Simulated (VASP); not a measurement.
MnS:

```
Mn S
1.0
     0.00000    2.47346    2.47346
     2.47346    0.00000    2.47346
     2.47346    2.47346    0.00000
Mn S
1 1
Direct
  0.00000 0.00000 0.00000
  0.75000 0.75000 0.75000
```

Base run:

```yaml
Program: VASP 6.6.1
Functional: PBEsol
Potentials_or_basis: VASP PAW PBE potentials, release 64 (Mn_pv, S)
Cutoff: 520 eV
k_mesh: 8 × 8 × 8
Occupations: fermi-dirac, width 0.05 eV
Spin: collinear spin, ferromagnetic start
Starting_moments: "[3.0, 0.0] μB"
Fixed_moment: 3 μB
```

Its results: pressure 18.0 GPa; site moments Mn +2.79; S -0.02 μB.

**Question.** The run is repeated on the same cell with these changes: functional from PBEsol to PBE; further incar settings from ALGO = Normal; EDIFF = 1e-07; NBANDS = 20 to ALGO = Normal; EDIFF = 1e-06; NBANDS = 20. What comes out?

**Answer.** Pressure 23.7 GPa; site moments Mn +2.80; S -0.02 μB.

Caveats: the cell stands under pressure; the total moment is fixed, so each spin has its own Fermi level; a cell with one magnetic atom can't hold antiferromagnetic order, which such compounds often take; the PAW data sets were made with another functional, which shifts forces and pressure a little (at least some runs).
